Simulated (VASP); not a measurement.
# Ga (C2/c) in VASP: settings compared, part 2 of 2

VASP 6.6.1. The steps go on from the part before.

### 4 Electric field gradients, PBEsol

Contents of INCAR:

```
PREC     = Accurate       # precision mode
ENCUT    = 520            # plane-wave cutoff, eV
EDIFF    = 1E-8           # SCF threshold, eV
ISMEAR   = -1             # smearing method
SIGMA    = 0.05           # smearing width, eV
LREAL    = False          # projectors in reciprocal space
LASPH    = True           # aspherical terms in the spheres
NELM     = 100            # most SCF steps
ALGO     = Normal         # electronic algorithm
ISIF     = 2              # what is computed and relaxed
LWAVE    = False          # write WAVECAR
LCHARG   = False          # write CHGCAR
GGA      = PS             # functional
LEFG     = True         
NBANDS   = 20             # bands
```

Contents of KPOINTS:

```
Automatic mesh
0
Gamma
  14 14 11
```

Contents of POSCAR:

```
Ga
1.0
    1.3830000000     -4.0265000000      0.0000000000
    1.3830000000      4.0265000000      0.0000000000
   -0.1174500000      0.0000000000      3.3299300000
Ga
2
Direct
    0.8690000000      0.1310000000      0.2500000000
    0.1310000000      0.8690000000      0.7500000000
```

Potentials or basis: VASP PAW PBE potentials, release 64 (Ga_d).

The run is started by

```sh
> cat potpaw_PBE.64/Ga_d/POTCAR > POTCAR
> mpirun -np 1 vasp_std > vasp.out
```

OUTCAR:

```text
PREC = Accurate
   ENCUT = 520
   EDIFF = 1E-8
   ISMEAR = -1
   LREAL = False
   LASPH = True
   NELM = 100
   ISIF = 2
   GGA = PS

 ion  position               nearest neighbor table
   1  0.869  0.131  0.250-   2 2.69   2 2.69   2 2.86   2 2.86   2 2.92   2 2.92
   2  0.131  0.869  0.750-   1 2.69   1 2.69   1 2.86   1 2.86   1 2.92   1 2.92

  LATTYP: Found a base centered monoclinic cell.
 ALAT       =     2.7660000000
 B/A-ratio  =     2.9114244396
 C/A-ratio  =     1.2046278548
 COS(beta)  =    -0.0352490928

  Lattice vectors:

 A1 = (   1.3830000000,  -4.0265000000,   0.0000000000)
 A2 = (   1.3830000000,   4.0265000000,   0.0000000000)
 A3 = (  -0.1174500000,   0.0000000000,   3.3299300000)

Analysis of symmetry for initial positions (statically):
=====================================================================
 Subroutine PRICEL returns:
 Original cell was already a primitive cell.

 Routine SETGRP: Setting up the symmetry group for a
 base centered monoclinic supercell.

 Subroutine GETGRP returns: Found  4 space group operations
 (whereof  2 operations were pure point group operations)
 out of a pool of  4 trial point group operations.

The static configuration has the point symmetry S_2 .
 The point group associated with its full space group is C_2h.

Analysis of symmetry for dynamics (positions and initial velocities):
=====================================================================
 Subroutine PRICEL returns:
 Original cell was already a primitive cell.

 Routine SETGRP: Setting up the symmetry group for a
 base centered monoclinic supercell.

 Subroutine GETGRP returns: Found  4 space group operations
 (whereof  2 operations were pure point group operations)
 out of a pool of  4 trial point group operations.

The dynamic configuration has the point symmetry S_2 .
[... 152 lines left out ...]
 Fermi energy:         5.5004887072

 k-point     1 :       0.0000    0.0000    0.0000
  band No.  band energies     occupation
      1      -9.5983      2.00000
      2      -9.5888      2.00000
      3      -9.5527      2.00000
      4      -9.5296      2.00000
      5      -9.2517      2.00000
      6      -9.2517      2.00000
[... 541 lines left out ...]
     19      16.8503      0.00000
     20      17.8822      0.00000

 [... further k-points ...]
[... 5 lines left out ...]
  --------------------------------------------------------------------------------------
  -------------------------------------------------------------------------------------
  Total       -0.4200058     -0.3915273     -0.4373678      0.0000000      0.0000000     -0.0070461
  in kB      -18.1447450    -16.9144407    -18.8948058      0.0000000      0.0000000     -0.3044010
  external PRESSURE =     -17.9846639 kB  Pullay stress =       0.0000000 kB

 VOLUME and BASIS-vectors are now :
 -----------------------------------------------------------------------------
  energy-cutoff  :      520.00
  volume of cell :       37.09
      direct lattice vectors                 reciprocal lattice vectors
     1.383000000 -4.026500000  0.000000000     0.361532899 -0.124177325  0.012751631
     1.383000000  4.026500000  0.000000000     0.361532899  0.124177325  0.012751631
    -0.117450000  0.000000000  3.329930000     0.000000000  0.000000000  0.300306613

 POSITION                                       TOTAL-FORCE (eV/Angst)
 -----------------------------------------------------------------------------------
      1.35364     -2.97156      0.83248         0.000000      0.182103     -0.000000
      1.29491      2.97156      2.49745        -0.000000     -0.182103      0.000000
 -----------------------------------------------------------------------------------
    total drift:                                0.000000      0.000000     -0.000000

  FREE ENERGIE OF THE ION-ELECTRON SYSTEM (eV)
  ---------------------------------------------------
  free  energy   TOTEN  =        -6.6750358413 eV

  energy  without entropy=       -6.6698390431  energy(sigma->0) =       -6.67243744

 Electric field gradients (V/A^2)
---------------------------------------------------------------------
 ion       V_xx      V_yy      V_zz      V_xy      V_xz      V_yz
---------------------------------------------------------------------
   1      -6.507   -18.039    24.546     0.000    -2.614     0.000
   2      -6.507   -18.039    24.546     0.000    -2.614    -0.000
---------------------------------------------------------------------

 Electric field gradients after diagonalization (V/A^2)
 (convention: |V_zz| > |V_xx| > |V_yy|)
----------------------------------------------------------------------
 ion       V_xx      V_yy      V_zz     asymmetry (V_yy - V_xx)/ V_zz
----------------------------------------------------------------------
   1     -18.039    -6.725    24.765       0.457
   2     -18.039    -6.725    24.765       0.457
----------------------------------------------------------------------

           NMR quadrupolar parameters

 Cq : quadrupolar parameter    Cq=e*Q*V_zz/h
 eta: asymmetry parameters     (V_yy - V_xx)/ V_zz
 Q  : nuclear electric quadrupole moment in mb (millibarn)
----------------------------------------------------------------------
 ion       Cq(MHz)       eta       Q (mb)
----------------------------------------------------------------------
   1       0.060       0.457       1.000
   2       0.060       0.457       1.000
----------------------------------------------------------------------
```

stdout:

```text
POSCAR found type information on POSCAR Ga
 POSCAR found :  1 types and       2 ions
 scaLAPACK will be used
 -----------------------------------------------------------------------------
|                                                                             |
|                                                                             |
|     You enforced a specific xc type in the INCAR file but a different       |
|     I HOPE YOU KNOW WHAT YOU ARE DOING!                                     |
|                                                                             |
 -----------------------------------------------------------------------------

 LDA part: xc-table for (Slater+PW92), standard interpolation
 POSCAR, INCAR and KPOINTS ok, starting setup
 FFT: planning ... GRIDC
 FFT: planning ... GRID_SOFT
 FFT: planning ... GRID
 WAVECAR not read
 entering main loop
ion   1

ion   2
```

Run time: 3.2 min. Hardware: 1 thread of Intel Xeon Platinum 8488C (Sapphire Rapids), shared host; peak memory 0.44 GiB.

What came out:

```
Free energy            : -6.6750 eV
Pressure               : -1.8 GPa
Largest force          : 0.182 eV/Å
Band gap on the k mesh : zero (band 13 reaches 9.49 eV, above the bottom of band 14 at 1.50 eV)
```

Forces on the atoms (eV/Å):
```
Ga   0.000  0.182  0.000
Ga   0.000 -0.182  0.000
```

Levels at points of the mesh, in eV from the Fermi level:
| k point | band 11 | band 12 | band 13 | band 14 | band 15 | band 16 |
| --- | --- | --- | --- | --- | --- | --- |
| (0.00, 0.00, 0.00) | -11.24 | -2.10 | -1.63 | 1.62 | 5.42 | 9.68 |
| (0.50, 0.00, 0.00) | -6.06 | -5.03 | -1.35 | -0.01 | 5.77 | 6.58 |
| (0.50, 0.50, 0.00) | -9.11 | -8.61 | 3.99 | 4.57 | 5.81 | 6.04 |

Electric field gradients, principal values (V/Å²):
```
atom   least   middle  greatest (by size)
1 Ga  -6.725  -18.039              24.765
2 Ga  -6.725  -18.039              24.765
```

Caveat: without QUAD_EFG the Cq values of the log hold for a quadrupole moment of 1 mb, not for the nuclei; the PAW data sets were made with another functional, which shifts forces and pressure a little.

### 5 Overview

| level | cell | gap on the mesh (eV) | pressure (GPa) | largest force (eV/Å) |
| --- | --- | --- | --- | --- |
| PBE | a = 4.257, b = 4.257, c = 3.332 Å, angles 90.7, 90.7, 142.1°, 2 atoms | none | 1.9 | 0.19 |
| PBE | a = 4.229, b = 4.229, c = 3.310 Å, angles 90.7, 90.7, 142.1°, 2 atoms | none | 3.1 | 0.20 |
| PBEsol | a = 4.257, b = 4.257, c = 3.332 Å, angles 90.7, 90.7, 142.1°, 2 atoms | none | -1.8 | 0.18 |

Alike in all rows: task electric field gradients; potentials or basis VASP PAW PBE potentials, release 64 (Ga_d); no spin polarisation; k mesh 14 × 14 × 11; cutoff (eV) 520; smearing fermi-dirac 0.05 eV.

Caveats: the PAW data sets were made with another functional, which shifts forces and pressure a little (some runs).

Total energies depend on the potentials used, so only differences within one code and one set of settings carry meaning.
